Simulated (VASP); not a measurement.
# ZrC (I4/mmm) in VASP: a series of runs

The runs below take ZrC through single point, with PBE.

Everything below comes from runs of VASP 6.6.1. Logs are shortened: lines on timing, memory, paths and dates and some standing lists are left out, and cuts for length are marked.

### 1 The cell of the first run

It takes space group I4/mmm (No. 139, tetragonal). The conventional cell has a = 3.224 Å, b = 3.224 Å, c = 4.841 Å, α = 90.00°, β = 90.00°, γ = 90.00°. Within 3.0 Å of Zr (site symmetry 4/mmm) lie 6 C at 2.28 to 2.42 Å. Within 3.0 Å of C (site symmetry 4/mmm) lie 6 Zr at 2.28 to 2.42 Å.

### 2 Single point, PBE (strain -0.030 along x and y, +0.030 along z)

INCAR

```
  PREC = Accurate
  ENCUT = 520
  EDIFF = 1E-7
  ISMEAR = 0
  SIGMA = 0.15
  LREAL = False
  LASPH = True
  NELM = 60
  ALGO = Normal
  ISIF = 2
  LWAVE = False
  LCHARG = False
  GGA = PE
  NBANDS = 15
```

KPOINTS

```
regular mesh
0
Gamma
  18 18 18
```

POSCAR

```
ZrC
1.0
    0.0000000000      2.2797037000      2.4207163000
    2.2797037000      0.0000000000      2.4207163000
    2.2797037000      2.2797037000      0.0000000000
Zr C
1 1
Direct
    0.5000000000      0.5000000000      0.5000000000
    0.0000000000      0.0000000000      0.0000000000
```

Potentials or basis: VASP PAW PBE potentials, release 64 (Zr_sv, C).

Command:

```console
$ cat potpaw_PBE.64/Zr_sv/POTCAR potpaw_PBE.64/C/POTCAR > POTCAR
$ mpirun -np 1 vasp_std > vasp.out
```

OUTCAR:

```text
PREC = Accurate
   ENCUT = 520
   EDIFF = 1E-7
   ISMEAR = 0
   LREAL = False
   LASPH = True
   NELM = 60
   ISIF = 2
   GGA = PE

 ion  position               nearest neighbor table
   1  0.500  0.500  0.500-   2 2.28   2 2.28   2 2.28   2 2.28   2 2.42   2 2.42
   2  0.000  0.000  0.000-   1 2.28   1 2.28   1 2.28   1 2.28   1 2.42   1 2.42

  LATTYP: Found a body centered tetragonal cell.
 ALAT       =     3.2239878907
 C/A-ratio  =     1.5016906899

  Lattice vectors:

 A1 = (  -2.2797037000,   0.0000000000,   2.4207163000)
 A2 = (   2.2797037000,   0.0000000000,   2.4207163000)
 A3 = (   0.0000000000,   2.2797037000,  -2.4207163000)

Analysis of symmetry for initial positions (statically):
=====================================================================
 Subroutine PRICEL returns:
 Original cell was already a primitive cell.

 Routine SETGRP: Setting up the symmetry group for a
 body centered tetragonal supercell.

 Subroutine GETGRP returns: Found 16 space group operations
 (whereof 16 operations were pure point group operations)
 out of a pool of 16 trial point group operations.

The static configuration has the point symmetry D_4h.

Analysis of symmetry for dynamics (positions and initial velocities):
=====================================================================
 Subroutine PRICEL returns:
 Original cell was already a primitive cell.

 Routine SETGRP: Setting up the symmetry group for a
 body centered tetragonal supercell.

 Subroutine GETGRP returns: Found 16 space group operations
 (whereof 16 operations were pure point group operations)
 out of a pool of 16 trial point group operations.

The dynamic configuration has the point symmetry D_4h.

 Subroutine INISYM returns: Found 16 space group operations
 (whereof 16 operations are pure point group operations),
 and found     1 'primitive' translations

----------------------------------------------------------------------------------------

                                     Primitive cell

  volume of cell :      25.1612

  direct lattice vectors                    reciprocal lattice vectors
     0.000000000  2.279703700  2.420716300    -0.219326748  0.219326748  0.206550433
     2.279703700  0.000000000  2.420716300     0.219326748 -0.219326748  0.206550433
     2.279703700  2.279703700  0.000000000     0.219326748  0.219326748 -0.206550433

  length of vectors
     3.325194185  3.325194185  3.223987891     0.372654702  0.372654702  0.372654702

  position of ions in fractional coordinates (direct lattice)
     0.500000000  0.500000000  0.500000000
     0.000000000  0.000000000  0.000000000

  ion indices of the primitive-cell ions
   primitive index   ion index
                 1           1
                 2           2

----------------------------------------------------------------------------------------

 KPOINTS: regular mesh

Automatic generation of k-mesh.
 Grid dimensions read from file:
 generate k-points for:   18   18   18

 Generating k-lattice:

  Cartesian coordinates                     Fractional coordinates (reciprocal lattice)
    -0.012184819  0.012184819  0.011475024     0.055555556  0.000000000  0.000000000
     0.012184819 -0.012184819  0.011475024     0.000000000  0.055555556  0.000000000
     0.012184819  0.012184819 -0.011475024     0.000000000  0.000000000  0.055555556

  Length of vectors
     0.020703039  0.020703039  0.020703039

  Shift w.r.t. Gamma in fractional coordinates (k-lattice)
     0.000000000  0.000000000  0.000000000

 Subroutine IBZKPT returns following result:
 ===========================================

 Found    480 irreducible k-points:

 Following reciprocal coordinates:
            Coordinates               Weight
  0.000000  0.000000  0.000000      1.000000
  0.055556 -0.000000  0.000000      8.000000
  0.111111 -0.000000  0.000000      8.000000
  0.166667 -0.000000  0.000000      8.000000
  0.222222 -0.000000  0.000000      8.000000
  0.277778 -0.000000  0.000000      8.000000
[... 16 lines left out ...]
 -0.277778  0.055556  0.000000      8.000000
 -0.222222  0.055556  0.000000      8.000000
 [... further k-points ...]
   k-points           NKPTS =    480   k-points in BZ     NKDIM =    480   number of bands    NBANDS=     15
   number of dos      NEDOS =    301   number of ions     NIONS =      2
   total plane-waves  NPLWV =  18816
   dimension x,y,z NGX =    28 NGY =   28 NGZ =   24
   dimension x,y,z NGXF=    56 NGYF=   56 NGZF=   48
   ions per type =               1   1
   NGX,Y,Z   is equivalent  to a cutoff of  14.00, 14.00, 12.38 a.u.
   NGXF,Y,Z  is equivalent  to a cutoff of  28.00, 28.00, 24.75 a.u.
 SYSTEM =  unknown system
   PREC   = accura    normal or accurate (medium, high low for compatibility)
   ISTART =      0    job   : 0-new  1-cont  2-samecut
   ICHARG =      2    charge: 1-file 2-atom 10-const
   ISPIN  =      1    spin polarized calculation?
   LNONCOLLINEAR =      F non collinear calculations
   LSORBIT =      F    spin-orbit coupling
   LASPH  =      T    aspherical Exc in radial PAW
   ENCUT  =  520.0 eV  38.22 Ry    6.18 a.u.   6.18  6.18  5.99*2*pi/ulx,y,z
   NELM   =     60;   NELMIN=  2; NELMDL= -5     # of ELM steps
   EDIFF  = 0.1E-06   stopping-criterion for ELM
   LREAL  =      F    real-space projection
   EDIFFG = 0.1E-05   stopping-criterion for IOM
   NSW    =      0    number of steps for IOM
   IBRION =     -1    ionic relax: 0-MD 1-quasi-New 2-CG
   NFREE  =      0    steps in history (QN), initial steepest desc. (CG)
   ISIF   =      2    stress and relaxation
   ISYM   =      2    0-nonsym 1-usesym 2-fastsym
   POTIM  = 0.5000    time-step for ionic-motion
   TEBEG  =    0.0;   TEEND  =   0.0 temperature during run
   PSTRESS=    0.0 pullay stress
   NELECT =      16.0000    total number of electrons
   NUPDOWN=      -1.0000    fix difference up-down
   EMIN   =  10.00;   EMAX   =-10.00  energy-range for DOS
   EFERMI =   0.00;   METHOD = LEGACY
   ISMEAR =     0;   SIGMA  =   0.15  broadening in eV -4-tet -1-fermi 0-gaus
   EFERMI_NEDOS =   21; number of points for ismear=-14 and -15
   IALGO  =     38    algorithm
   IMIX   =      4    mixing-type and parameters
     AMIX     =   0.40;   BMIX     =  1.00
     AMIX_MAG =   1.60;   BMIX_MAG =  1.00
  volume/ion in A,a.u.               =      12.58        84.90
  Fermi-wavevector in a.u.,A,eV,Ry     =   1.407790  2.660338 26.965021  1.981873
  Thomas-Fermi vector in A             =   2.530014
   LORBIT       =      0    0 simple, 1 ext, 2 COOP (PROOUT), +10 PAW based schemes
   GGA     = PE    functional components
   LHFCALC =     F    Hartree Fock is set to
   AEXX    =    0.0000 exact exchange contribution
   IVDW    =     0    specifies the selected vdW correction
   LEPSILON=     F    determine dielectric tensor
   LRPA    =     F    only Hartree local field effects (RPA)
 non-spin polarized calculation
 Gauss-broadening in eV      SIGMA  =   0.15
  energy-cutoff  :      520.00
  volume of cell :       25.16
 maximum number of plane-waves:       694
 NGX is ok and might be reduce to    28
   NGX = 13   NGY = 13   NGZ = 11

 number of electron      16.0000000 magnetization

 Free energy of the ion-electron system (eV)
  ---------------------------------------------------
  ext. energy  EPLUGINS =         0.00000000
  ---------------------------------------------------
  free energy    TOTEN  =       -19.36075002 eV

  energy without entropy =      -19.35749062  energy(sigma->0) =      -19.35912032

 E-fermi :  10.0110     XC(G=0): -12.2822

 val. band max:        9.9947904029   @ k =   0.1667   0.1111   0.0000
 cond. band min:      10.0145660368   @ k =  -0.0556   0.0556   0.0000
 fundamental gap:      0.0197756338
 Fermi energy:        10.0110265031

 k-point     1 :       0.0000    0.0000    0.0000
  band No.  band energies     occupation
      1     -37.9916      2.00000
      2     -15.7234      2.00000
      3     -15.6644      2.00000
      4     -15.6644      2.00000
      5      -1.4411      2.00000
      6      10.6866      0.00000
      7      10.7102      0.00000
      8      11.0306      0.00000
      9      11.0306      0.00000
     10      11.3109      0.00000
     11      11.3109      0.00000
     12      12.3436      0.00000
     13      13.2374      0.00000
     14      17.8959      0.00000
     15      20.5369      0.00000

 k-point     2 :       0.0556   -0.0000    0.0000
  band No.  band energies     occupation
      1     -37.9881      2.00000
      2     -15.7375      2.00000
      3     -15.6860      2.00000
      4     -15.6657      2.00000
      5      -1.3661      2.00000
      6      10.1871      0.09684
      7      10.2837      0.01015
      8      10.5986      0.00000
      9      11.1597      0.00000
     10      11.4546      0.00000
     11      11.6539      0.00000
     12      12.7879      0.00000
     13      13.6746      0.00000
     14      18.0495      0.00000
     15      20.7408      0.00000

 k-point     3 :       0.1111   -0.0000    0.0000
  band No.  band energies     occupation
      1     -37.9780      2.00000
      2     -15.8096      2.00000
      3     -15.7156      2.00000
      4     -15.6695      2.00000
      5      -1.1473      2.00000
      6       9.3593      2.00000
      7       9.6063      1.99986
      8       9.8800      1.78327
      9      11.4134      0.00000
     10      11.6791      0.00000
     11      12.0288      0.00000
     12      13.6859      0.00000
     13      14.6095      0.00000
     14      18.4617      0.00000
     15      21.3131      0.00000
[... 343 lines left out ...]
 k-point    23 :      -0.2778    0.0556    0.0000
  band No.  band energies     occupation
      1     -37.9123      2.00000
      2     -16.3344      2.00000
      3     -15.8202      2.00000
      4     -15.6792      2.00000
      5       0.4223      2.00000
      6       6.4209      2.00000
      7       7.6263      2.00000
      8       7.6907      2.00000
      9      12.8974      0.00000
     10      13.0246      0.00000
     11      13.8568      0.00000
     12      16.4148      0.00000
     13      19.1150      0.00000
     14      19.8006      0.00000
     15      23.8471      0.00000

 k-point    24 :      -0.2222    0.0556    0.0000
  band No.  band energies     occupation
      1     -37.9324      2.00000
      2     -16.1751      2.00000
      3     -15.7984      2.00000
      4     -15.6709      2.00000
      5      -0.0959      2.00000
      6       7.2346      2.00000
      7       8.0807      2.00000
      8       8.1626      2.00000
      9      12.3884      0.00000
     10      12.6181      0.00000
     11      13.2173      0.00000
     12      15.3990      0.00000
     13      17.9852      0.00000
     14      19.8674      0.00000
     15      23.3179      0.00000

 [... further k-points ...]

------------------------ aborting loop because EDIFF is reached ----------------------------------------

  FORCE on cell =-STRESS in cart. coord.  units (eV):
  Direction    XX          YY          ZZ          XY          YZ          ZX
  --------------------------------------------------------------------------------------
  -------------------------------------------------------------------------------------
  Total        2.9102789      2.9102789     -0.8020029      0.0000000      0.0000000     -0.0000000
  in kB      185.3166707    185.3166707    -51.0688171      0.0000000      0.0000000     -0.0000000
  external PRESSURE =     106.5215081 kB  Pullay stress =       0.0000000 kB

 VOLUME and BASIS-vectors are now :
 -----------------------------------------------------------------------------
  energy-cutoff  :      520.00
  volume of cell :       25.16
      direct lattice vectors                 reciprocal lattice vectors
     0.000000000  2.279703700  2.420716300    -0.219326748  0.219326748  0.206550433
     2.279703700  0.000000000  2.420716300     0.219326748 -0.219326748  0.206550433
     2.279703700  2.279703700  0.000000000     0.219326748  0.219326748 -0.206550433

 POSITION                                       TOTAL-FORCE (eV/Angst)
 -----------------------------------------------------------------------------------
      2.27970      2.27970      2.42072        -0.000000     -0.000000     -0.000000
      0.00000      0.00000      0.00000         0.000000      0.000000      0.000000
 -----------------------------------------------------------------------------------
    total drift:                                0.000000      0.000000      0.000000

  FREE ENERGIE OF THE ION-ELECTRON SYSTEM (eV)
  ---------------------------------------------------
  free  energy   TOTEN  =       -19.3607500230 eV

  energy  without entropy=      -19.3574906215  energy(sigma->0) =      -19.35912032
```

Run time: 4 min. Hardware: 1 thread of Intel Xeon Platinum 8259CL at 2.50GHz (Skylake/Cascade Lake), shared host; peak memory 0.3 GiB.

Results:

| Property | Result |
| --- | --- |
| Free energy | -19.3608 eV |
| Pressure | 10.7 GPa |
| Band gap on the k mesh | zero (bands 8 and 9 overlap by 1.46 eV) |

Levels at points of the mesh, in eV from the Fermi level:
```
           k point  band 6  band 7  band 8  band 9  band 10  band 11
(0.00, 0.00, 0.00)    0.68    0.70    1.02    1.02     1.30     1.30
(0.50, 0.00, 0.00)   -5.45   -3.16   -3.05    4.47     4.85     5.58
(0.50, 0.50, 0.00)   -2.47   -1.82    0.28    0.28     4.58     5.83
(0.50, 0.00, 0.50)   -1.91   -1.79   -0.18    0.12     4.50     5.49
```

Caveat: the cell differs from its parent crystal (strain -0.030 along x and y, +0.030 along z); the cell stands under pressure.

[end of part 1 of 2]
